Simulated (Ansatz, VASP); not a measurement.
**InSb: VASP beside Ansatz**

Contents of INCAR:

```
SYSTEM = InSb
PREC = Accurate
ENCUT = 520
EDIFF = 1E-6
ISMEAR = 0
SIGMA = 0.1
LREAL = .FALSE.
LASPH = .TRUE.
NELM = 80
ALGO = Normal
ISIF = 2
LWAVE = .FALSE.
LCHARG = .FALSE.
GGA = PE
NBANDS = 16
```

KPOINTS

```
Automatic mesh
0
G
  14 14 8
  0 0 0
```

The input POSCAR:

```
InSb
1.0
    3.2099367379      0.0000000000      0.0000000000
    0.0000000000      3.2099367379      0.0000000000
    0.0000000000      0.0000000000      6.3914921104
In Sb
1 1
Direct
    0.0000000000      0.0000000000      0.0000000000
    0.0000000000      0.0000000000      0.5000000000
```

Input for Ansatz:

```yaml
crystal:
  lattice:
    - [3.2099367379, 0.0, 0.0]
    - [0.0, 3.2099367379, 0.0]
    - [0.0, 0.0, 6.3914921104]
  atoms:
    - { symbol: In, position: [0.0, 0.0, 0.0] }
    - { symbol: Sb, position: [0.0, 0.0, 0.5] }
basis:
  ecutwfc: 420
kpoints:
  mp_grid: { grid: [14, 14, 8] }
hamiltonian:
  xc: pbe
scf:
  occupations: { method: gaussian, width: 0.1 }
output:
  forces: true
  stress: true
  eigenvalues: true
```

Alike in both runs: task single point; functional PBE; k mesh 14 × 14 × 8; occupations gaussian, width 0.1 eV; no spin polarisation.

|  | VASP | Ansatz |
| --- | --- | --- |
| version | VASP 6.6.1 | Ansatz 0.2.0 |
| potentials or method | VASP PAW PBE potentials, release 64 (In_d, Sb), cutoff 520 eV | scalar-relativistic, plane waves, PAW |
| valence electrons in the cell | 18 | 28 |

|  | VASP | Ansatz | Ansatz less VASP |
| --- | --- | --- | --- |
| gap on the k mesh at the Fermi level (eV) | none | none | - |
| pressure (GPa) | -3.4 | -3.4 | +0.05 |
| traceless stress, the component that is largest in VASP (GPa) | 0.68 | 0.67 | -0.005 |

A gap of «none» marks a metal or a gap that the smearing closes. With one functional, cell and mesh, what is left measures potentials, basis and numerics. VASP's potentials hold 18 valence electrons a cell and Ansatz's 28, so a difference there can come from the potentials and not from the codes.

Neither program's run includes spin-orbit coupling.
